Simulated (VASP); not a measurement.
Here is a VASP 6.6.1 calculation.

Contents of POSCAR:

```
BAs
1.0
    0.0000000000      2.3838694125      2.3838694125
    2.3838694125      0.0000000000      2.3838694125
    2.3838694125      2.3838694125      0.0000000000
B As
1 1
Direct
    0.0000000000      0.0000000000      0.0000000000
    0.2500000000      0.2500000000      0.2500000000
```

File INCAR.step1:

```
SYSTEM = BAs
ALGO     = Normal         ! electronic algorithm
EDIFF    = 1E-5           ! SCF threshold, eV
ENCUT    = 520            ! plane-wave cutoff, eV
GGA      = PE             ! functional
ISIF     = 2              ! what is computed and relaxed
ISMEAR   = 0              ! smearing method
LASPH    = .TRUE.         ! aspherical terms in the spheres
LREAL    = .FALSE.        ! projectors in reciprocal space
LWAVE    = .TRUE.         ! write WAVECAR
NBANDS   = 11             ! bands
NELM     = 60             ! most SCF steps
PREC     = Accurate       ! precision mode
SIGMA    = 0.01           ! smearing width, eV
```

Contents of INCAR.step2:

```
SYSTEM = BAs
ALGO     = Normal         ! electronic algorithm
EDIFF    = 1E-6           ! SCF threshold, eV
ENCUT    = 520            ! plane-wave cutoff, eV
GGA      = PE             ! functional
HFSCREEN = 0.2079         ! screening, 1/A
ISIF     = 2              ! what is computed and relaxed
ISMEAR   = 0              ! smearing method
ISTART   = 1            
LASPH    = .TRUE.         ! aspherical terms in the spheres
LCHARG   = .TRUE.         ! write CHGCAR
LELF     = .TRUE.         ! ELF
LHFCALC  = .TRUE.         ! exact exchange
LREAL    = .FALSE.        ! projectors in reciprocal space
LVHAR    = .TRUE.       
LWAVE    = .FALSE.        ! write WAVECAR
NBANDS   = 11             ! bands
NELM     = 60             ! most SCF steps
PREC     = Accurate       ! precision mode
PRECFOCK = Normal       
SIGMA    = 0.01           ! smearing width, eV
```

Contents of KPOINTS:

```
k-points
0
G
  6 6 6
  0 0 0
```

Potentials or basis: VASP PAW PBE potentials, release 64 (B, As).

The run is started by

```console
$ cat potpaw_PBE.64/B/POTCAR potpaw_PBE.64/As/POTCAR > POTCAR
$ cp INCAR.step1 INCAR
$ mpirun -np 1 vasp_std > vasp.out
$ cp INCAR.step2 INCAR
$ mpirun -np 1 vasp_std > vasp.out
```

Predict the band gap on the k mesh.

1.94 eV (least direct gap 4.12 eV).

Estimate the pressure.

0.3 GPa.

Caveat: the PAW data sets were made with another functional, which shifts forces and pressure a little. A k mesh can miss the band edges.
